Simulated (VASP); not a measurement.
Wanted: the native input for a VASP 6.6.1 run.

- Task: single point
- Functional: PBE
- Potentials or basis: VASP PAW PBE potentials, release 64 (Pt, Se)
- Cutoff: 520 eV
- k mesh: 6 × 6 × 6
- Occupations: gaussian, width 0.01 eV
- Spin: no spin polarisation
- Dipole correction: no
- Further INCAR settings: ALGO = Normal; EDIFF = 1e-06; NBANDS = 18

The structure of PtSe2 lies in POSCAR:

```
PtSe2
1.0
    1.8457016930      1.0656163692      5.7607123441
   -1.8457016930      1.0656163692      5.7607123441
    0.0000000000     -2.1312327387      5.7607123440
Pt Se
1 2
Direct
    0.0000000000      0.0000000000      0.0000000000
    0.2567812156      0.2567812156      0.2567812156
    0.7432187844      0.7432187844      0.7432187844
```

These files were run (other wordings do the same):

INCAR

```
ALGO = Normal
EDIFF = 1E-6
ENCUT = 520
GGA = PE
ISIF = 2
ISMEAR = 0
LASPH = True
LCHARG = False
LREAL = False
LWAVE = False
NBANDS = 18
NELM = 80
PREC = Accurate
SIGMA = 0.01
```

KPOINTS

```
k-points
0
Gamma
  6 6 6
```

Potentials or basis: VASP PAW PBE potentials, release 64 (Pt, Se).

Command:

```console
$ cat potpaw_PBE.64/Pt/POTCAR potpaw_PBE.64/Se/POTCAR > POTCAR
$ mpirun -np 1 vasp_std > vasp.out
```

Results of the run:

```json
{
 "Pressure": "3.6 GPa",
 "Largest force": "0.139 eV/Å",
 "Band gap on the k mesh": "0.69 eV, indirect (least direct gap 1.01 eV)"
}
```

Caveat: spin-orbit coupling is left out, which moves the levels of the heavy elements.

Run time: 2.1 min on 1 thread of Intel Xeon 8259CL, with other jobs on the host, peak memory 0.32 GiB.
